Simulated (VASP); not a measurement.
Runs of VASP 6.6.1 on TiN. The structure is that of space group Fm-3m (No. 225), or close to it. The cells are those of the table. 

```tsv
spin	fixed moment (μB)	cell	gap on the mesh (eV)	pressure (GPa)	moment (μB)
off	-	a = 2.878 Å, angles 60.0°, 2 atoms	none	47.0	-
collinear	1.0	a = 2.962 Å, angles 60.0°, 2 atoms	-	(a)	1.00
off	-	a = 3.003 Å, angles 60.0°, 2 atoms	none	0.5	-
collinear	0.625	a = 2.962 Å, angles 60.0°, 2 atoms	-	16.0	0.62
collinear	0.125	a = 2.962 Å, angles 60.0°, 2 atoms	-	(b)	0.12
collinear	0.25	a = 2.878 Å, angles 60.0°, 2 atoms	-	47.6	0.25
off	-	a = 2.921 Å, angles 60.0°, 2 atoms	none	28.1	-
off	-	a = 3.042 Å, angles 60.0°, 2 atoms	none	-9.5	-
off	-	a = 3.118 Å, angles 60.0°, 2 atoms	none	-24.3	-
off	-	a = 3.081 Å, angles 60.0°, 2 atoms	none	-17.7	-
collinear	1.0	a = 2.878 Å, angles 60.0°, 2 atoms	-	(c)	1.00
off	-	a = 2.962 Å, angles 60.0°, 2 atoms	none	12.9	-
```

Alike in all rows: task single point; level PBE; potentials or basis VASP PAW PBE potentials, release 64 (Ti_sv, N); k mesh 20 × 20 × 20; cutoff (eV) 520; smearing gaussian 0.15 eV.

Task: Fill in the values left out.

Result: (a) 21.8; (b) 13.0; (c) 57.0.

Caveats: the cell stands under pressure (at least some runs); the total moment is fixed, so each spin has its own Fermi level (at least some runs); the cell stands under tension (at least some runs).

A gap of «none» marks levels without a gap at the run's occupations.
